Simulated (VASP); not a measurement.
# Ge (Fd-3m) in VASP: further runs

Runs on Ge. Level: PBEsol. Tasks: single point.

Program: VASP 6.6.1. These are calculated values, not measurements. Logs are shortened: lines on timing, memory, paths and dates and some standing lists are left out, and cuts for length are marked.

### Step 1. The cell of the first run

Symmetry: Fd-3m, No. 227, cubic system. Conventional cell: a = 5.560 Å, b = 5.560 Å, c = 5.560 Å, α = 90.00°, β = 90.00°, γ = 90.00°. Ge (site symmetry -43m) has 4 Ge at 2.41 Å within 3.2 Å.

### Step 2. Single point, PBEsol (volume scaled by 0.94)

The input, INCAR:

```
  PREC = Accurate
  ENCUT = 520
  EDIFF = 1E-7
  ISMEAR = -1
  SIGMA = 0.05
  LREAL = False
  LASPH = True
  NELM = 100
  ALGO = Normal
  ISIF = 2
  LWAVE = False
  LCHARG = True
  GGA = PS
  LELF = True
  LVHAR = True
  NBANDS = 21
```

The input, KPOINTS:

```
regular mesh
0
Gamma
  13 13 13
```

The input, POSCAR:

```
Ge
1.0
    0.0000000000      2.7800174932      2.7800174932
    2.7800174932      0.0000000000      2.7800174932
    2.7800174932      2.7800174932      0.0000000000
Ge
2
Direct
   -0.1250000000     -0.1250000000     -0.1250000000
    0.1250000000      0.1250000000      0.1250000000
```

Potentials or basis: VASP PAW PBE potentials, release 64 (Ge_d).

Launch:

```sh
$ cat potpaw_PBE.64/Ge_d/POTCAR > POTCAR
$ mpirun -np 1 vasp_std > vasp.out
```

OUTCAR:

```text
PREC = Accurate
   ENCUT = 520
   EDIFF = 1E-7
   ISMEAR = -1
   LREAL = False
   LASPH = True
   NELM = 100
   ISIF = 2
   GGA = PS

 ion  position               nearest neighbor table
   1  0.875  0.875  0.875-   2 2.41   2 2.41   2 2.41   2 2.41
   2  0.125  0.125  0.125-   1 2.41   1 2.41   1 2.41   1 2.41

  LATTYP: Found a face centered cubic cell.
 ALAT       =     5.5600349864

  Lattice vectors:

 A1 = (   0.0000000000,   2.7800174932,   2.7800174932)
 A2 = (   2.7800174932,   0.0000000000,   2.7800174932)
 A3 = (   2.7800174932,   2.7800174932,   0.0000000000)

Analysis of symmetry for initial positions (statically):
=====================================================================
 Subroutine PRICEL returns:
 Original cell was already a primitive cell.

 Routine SETGRP: Setting up the symmetry group for a
 face centered cubic supercell.

 Subroutine GETGRP returns: Found 48 space group operations
 (whereof 12 operations were pure point group operations)
 out of a pool of 48 trial point group operations.

The static configuration has the point symmetry D_3d.
 The point group associated with its full space group is O_h .

Analysis of symmetry for dynamics (positions and initial velocities):
=====================================================================
 Subroutine PRICEL returns:
 Original cell was already a primitive cell.

 Routine SETGRP: Setting up the symmetry group for a
 face centered cubic supercell.

 Subroutine GETGRP returns: Found 48 space group operations
 (whereof 12 operations were pure point group operations)
 out of a pool of 48 trial point group operations.

The dynamic configuration has the point symmetry D_3d.
 The point group associated with its full space group is O_h .

 Subroutine INISYM returns: Found 48 space group operations
 (whereof 12 operations are pure point group operations),
 and found     1 'primitive' translations

----------------------------------------------------------------------------------------

                                     Primitive cell

  volume of cell :      42.9707

  direct lattice vectors                    reciprocal lattice vectors
     0.000000000  2.780017493  2.780017493    -0.179854983  0.179854983  0.179854983
     2.780017493  0.000000000  2.780017493     0.179854983 -0.179854983  0.179854983
     2.780017493  2.780017493  0.000000000     0.179854983  0.179854983 -0.179854983

  length of vectors
     3.931538443  3.931538443  3.931538443     0.311517969  0.311517969  0.311517969

  position of ions in fractional coordinates (direct lattice)
     0.875000000  0.875000000  0.875000000
     0.125000000  0.125000000  0.125000000

  ion indices of the primitive-cell ions
   primitive index   ion index
                 1           1
                 2           2

----------------------------------------------------------------------------------------

 KPOINTS: regular mesh

Automatic generation of k-mesh.
 Grid dimensions read from file:
 generate k-points for:   13   13   13

 Generating k-lattice:

  Cartesian coordinates                     Fractional coordinates (reciprocal lattice)
    -0.013834999  0.013834999  0.013834999     0.076923077  0.000000000  0.000000000
     0.013834999 -0.013834999  0.013834999     0.000000000  0.076923077  0.000000000
     0.013834999  0.013834999 -0.013834999     0.000000000  0.000000000  0.076923077

  Length of vectors
     0.023962921  0.023962921  0.023962921

  Shift w.r.t. Gamma in fractional coordinates (k-lattice)
     0.000000000  0.000000000  0.000000000

 Subroutine IBZKPT returns following result:
 ===========================================

 Found     84 irreducible k-points:

 Following reciprocal coordinates:
            Coordinates               Weight
  0.000000  0.000000  0.000000      1.000000
  0.076923  0.000000  0.000000      8.000000
  0.153846  0.000000  0.000000      8.000000
  0.230769  0.000000  0.000000      8.000000
  0.307692  0.000000  0.000000      8.000000
  0.384615  0.000000  0.000000      8.000000
[... 16 lines left out ...]
  0.384615  0.153846  0.000000     24.000000
  0.461538  0.153846  0.000000     24.000000
 [... further k-points ...]
   k-points           NKPTS =     84   k-points in BZ     NKDIM =     84   number of bands    NBANDS=     21
   number of dos      NEDOS =    301   number of ions     NIONS =      2
   total plane-waves  NPLWV =  27000
   dimension x,y,z NGX =    30 NGY =   30 NGZ =   30
   dimension x,y,z NGXF=    60 NGYF=   60 NGZF=   60
   ions per type =               2
   NGX,Y,Z   is equivalent  to a cutoff of  12.69, 12.69, 12.69 a.u.
   NGXF,Y,Z  is equivalent  to a cutoff of  25.37, 25.37, 25.37 a.u.
 SYSTEM =  unknown system
   PREC   = accura    normal or accurate (medium, high low for compatibility)
   ISTART =      0    job   : 0-new  1-cont  2-samecut
   ICHARG =      2    charge: 1-file 2-atom 10-const
   ISPIN  =      1    spin polarized calculation?
   LNONCOLLINEAR =      F non collinear calculations
   LSORBIT =      F    spin-orbit coupling
   LASPH  =      T    aspherical Exc in radial PAW
   ENCUT  =  520.0 eV  38.22 Ry    6.18 a.u.   7.31  7.31  7.31*2*pi/ulx,y,z
   NELM   =    100;   NELMIN=  2; NELMDL= -5     # of ELM steps
   EDIFF  = 0.1E-06   stopping-criterion for ELM
   LREAL  =      F    real-space projection
   EDIFFG = 0.1E-05   stopping-criterion for IOM
   NSW    =      0    number of steps for IOM
   IBRION =     -1    ionic relax: 0-MD 1-quasi-New 2-CG
   NFREE  =      0    steps in history (QN), initial steepest desc. (CG)
   ISIF   =      2    stress and relaxation
   ISYM   =      2    0-nonsym 1-usesym 2-fastsym
   POTIM  = 0.5000    time-step for ionic-motion
   TEBEG  =    0.0;   TEEND  =   0.0 temperature during run
   PSTRESS=    0.0 pullay stress
   NELECT =      28.0000    total number of electrons
   NUPDOWN=      -1.0000    fix difference up-down
   EMIN   =  10.00;   EMAX   =-10.00  energy-range for DOS
   EFERMI =   0.00;   METHOD = LEGACY
   ISMEAR =    -1;   SIGMA  =   0.05  broadening in eV -4-tet -1-fermi 0-gaus
   EFERMI_NEDOS =   21; number of points for ismear=-14 and -15
   IALGO  =     38    algorithm
   IMIX   =      4    mixing-type and parameters
     AMIX     =   0.40;   BMIX     =  1.00
     AMIX_MAG =   1.60;   BMIX_MAG =  1.00
  volume/ion in A,a.u.               =      21.49       144.99
  Fermi-wavevector in a.u.,A,eV,Ry     =   1.419286  2.682062 27.407213  2.014373
  Thomas-Fermi vector in A             =   2.540323
   LORBIT       =      0    0 simple, 1 ext, 2 COOP (PROOUT), +10 PAW based schemes
   GGA     = PS    functional components
   LHFCALC =     F    Hartree Fock is set to
   AEXX    =    0.0000 exact exchange contribution
   IVDW    =     0    specifies the selected vdW correction
   LEPSILON=     F    determine dielectric tensor
   LRPA    =     F    only Hartree local field effects (RPA)
 non-spin polarized calculation
  energy-cutoff  :      520.00
  volume of cell :       42.97
 maximum number of plane-waves:      1185
 NGX is ok and might be reduce to    30
   NGX = 15   NGY = 15   NGZ = 15

 number of electron      28.0000013 magnetization

 Free energy of the ion-electron system (eV)
  ---------------------------------------------------
  ext. energy  EPLUGINS =         0.00000000
  ---------------------------------------------------
  free energy    TOTEN  =        -9.83620281 eV

  energy without entropy =       -9.83606580  energy(sigma->0) =       -9.83613430

 E-fermi :   5.5135     XC(G=0): -10.3794

 val. band max:        5.3847385849   @ k =   0.0000   0.0000   0.0000
 cond. band min:       5.6852164703   @ k =   0.4615   0.0000   0.0000
 fundamental gap:      0.3004778854
 Fermi energy:         5.5135144693

 k-point     1 :       0.0000    0.0000    0.0000
  band No.  band energies     occupation
      1     -19.4598      2.00000
      2     -19.4598      2.00000
      3     -19.4598      2.00000
      4     -19.4189      2.00000
      5     -19.4189      2.00000
      6     -19.1766      2.00000
[... 13 lines left out ...]
     20      15.0099      0.00000
     21      15.0099      0.00000

 k-point     2 :       0.0769    0.0000    0.0000
  band No.  band energies     occupation
      1     -19.4643      2.00000
      2     -19.4643      2.00000
      3     -19.4588      2.00000
      4     -19.4130      2.00000
      5     -19.4130      2.00000
      6     -19.1827      2.00000
[... 13 lines left out ...]
     20      14.4244      0.00000
     21      14.4244      0.00000

 k-point     3 :       0.1538    0.0000    0.0000
  band No.  band energies     occupation
      1     -19.4724      2.00000
      2     -19.4724      2.00000
      3     -19.4557      2.00000
      4     -19.4008      2.00000
      5     -19.4008      2.00000
      6     -19.1931      2.00000
[... 13 lines left out ...]
     20      13.8225      0.00000
     21      13.8225      0.00000

 k-point     4 :       0.2308    0.0000    0.0000
  band No.  band energies     occupation
      1     -19.4794      2.00000
      2     -19.4794      2.00000
      3     -19.4513      2.00000
      4     -19.3884      2.00000
      5     -19.3884      2.00000
      6     -19.2024      2.00000
[... 13 lines left out ...]
     20      13.6906      0.00000
     21      13.6906      0.00000

 k-point     5 :       0.3077    0.0000    0.0000
  band No.  band energies     occupation
      1     -19.4841      2.00000
      2     -19.4841      2.00000
      3     -19.4466      2.00000
      4     -19.3790      2.00000
      5     -19.3790      2.00000
      6     -19.2089      2.00000
[... 13 lines left out ...]
     20      14.1647      0.00000
     21      14.1647      0.00000

 k-point     6 :       0.3846    0.0000    0.0000
  band No.  band energies     occupation
      1     -19.4866      2.00000
      2     -19.4866      2.00000
      3     -19.4426      2.00000
      4     -19.3734      2.00000
      5     -19.3734      2.00000
      6     -19.2122      2.00000
[... 13 lines left out ...]
     20      15.1638      0.00000
     21      15.1638      0.00000

 k-point     7 :       0.4615    0.0000    0.0000
  band No.  band energies     occupation
      1     -19.4876      2.00000
      2     -19.4876      2.00000
      3     -19.4404      2.00000
      4     -19.3710      2.00000
      5     -19.3710      2.00000
      6     -19.2134      2.00000
[... 13 lines left out ...]
     20      16.4418      0.00000
     21      16.4418      0.00000
[... 291 lines left out ...]
      1     -19.4707      2.00000
      2     -19.4692      2.00000
      3     -19.4692      2.00000
      4     -19.4033      2.00000
      5     -19.3803      2.00000
      6     -19.2287      2.00000
[... 13 lines left out ...]
     20      13.5763      0.00000
     21      15.4235      0.00000

 k-point    21 :       0.2308    0.1538    0.0000
  band No.  band energies     occupation
      1     -19.4810      2.00000
      2     -19.4745      2.00000
      3     -19.4625      2.00000
      4     -19.3933      2.00000
      5     -19.3651      2.00000
      6     -19.2451      2.00000
[... 13 lines left out ...]
     20      14.4515      0.00000
     21      15.3499      0.00000

 k-point    22 :       0.3077    0.1538    0.0000
  band No.  band energies     occupation
      1     -19.4913      2.00000
      2     -19.4803      2.00000
      3     -19.4516      2.00000
      4     -19.3818      2.00000
      5     -19.3524      2.00000
      6     -19.2567      2.00000
[... 13 lines left out ...]
     20      14.9662      0.00000
     21      15.5175      0.00000

 k-point    23 :       0.3846    0.1538    0.0000
  band No.  band energies     occupation
      1     -19.4993      2.00000
      2     -19.4853      2.00000
      3     -19.4390      2.00000
      4     -19.3708      2.00000
      5     -19.3456      2.00000
      6     -19.2610      2.00000
[... 13 lines left out ...]
     20      15.2968      0.00000
     21      16.2491      0.00000

 k-point    24 :       0.4615    0.1538    0.0000
  band No.  band energies     occupation
      1     -19.5043      2.00000
      2     -19.4894      2.00000
      3     -19.4271      2.00000
      4     -19.3612      2.00000
      5     -19.3463      2.00000
      6     -19.2567      2.00000
[... 13 lines left out ...]
     20      16.7722      0.00000
     21      17.1534      0.00000

 [... further k-points ...]
[... 5 lines left out ...]
  --------------------------------------------------------------------------------------
  -------------------------------------------------------------------------------------
  Total        1.2634186      1.2634186      1.2634186      0.0000000      0.0000000     -0.0000000
  in kB       47.1069816     47.1069816     47.1069816      0.0000000      0.0000000     -0.0000000
  external PRESSURE =      47.1069816 kB  Pullay stress =       0.0000000 kB

 VOLUME and BASIS-vectors are now :
 -----------------------------------------------------------------------------
  energy-cutoff  :      520.00
  volume of cell :       42.97
      direct lattice vectors                 reciprocal lattice vectors
     0.000000000  2.780017493  2.780017493    -0.179854983  0.179854983  0.179854983
     2.780017493  0.000000000  2.780017493     0.179854983 -0.179854983  0.179854983
     2.780017493  2.780017493  0.000000000     0.179854983  0.179854983 -0.179854983

 POSITION                                       TOTAL-FORCE (eV/Angst)
 -----------------------------------------------------------------------------------
      4.86503      4.86503      4.86503         0.000000     -0.000000      0.000000
      0.69500      0.69500      0.69500        -0.000000      0.000000     -0.000000
 -----------------------------------------------------------------------------------
    total drift:                               -0.000000      0.000000      0.000000

  FREE ENERGIE OF THE ION-ELECTRON SYSTEM (eV)
  ---------------------------------------------------
  free  energy   TOTEN  =        -9.8362028050 eV

  energy  without entropy=       -9.8360657998  energy(sigma->0) =       -9.83613430
```

Wall time 75 s (1 thread of AMD EPYC 7R43 (Zen 3), shared host); peak memory 0.17 GiB.

Results:

```
Free energy            : -9.8362 eV
Pressure               : 4.7 GPa
Band gap on the k mesh : 0.30 eV, indirect (least direct gap 0.48 eV)
```

Levels at points of the mesh, in eV from the valence-band top:
```
           k point  band 11  band 12  band 13  band 14  band 15  band 16  band 17  band 18
(0.00, 0.00, 0.00)   -13.21     0.00     0.00     0.00     0.48     2.55     2.55     2.55
```

Caveat: the PAW data sets were made with another functional, which shifts forces and pressure a little.

(Part 1 of 2 ends here.)
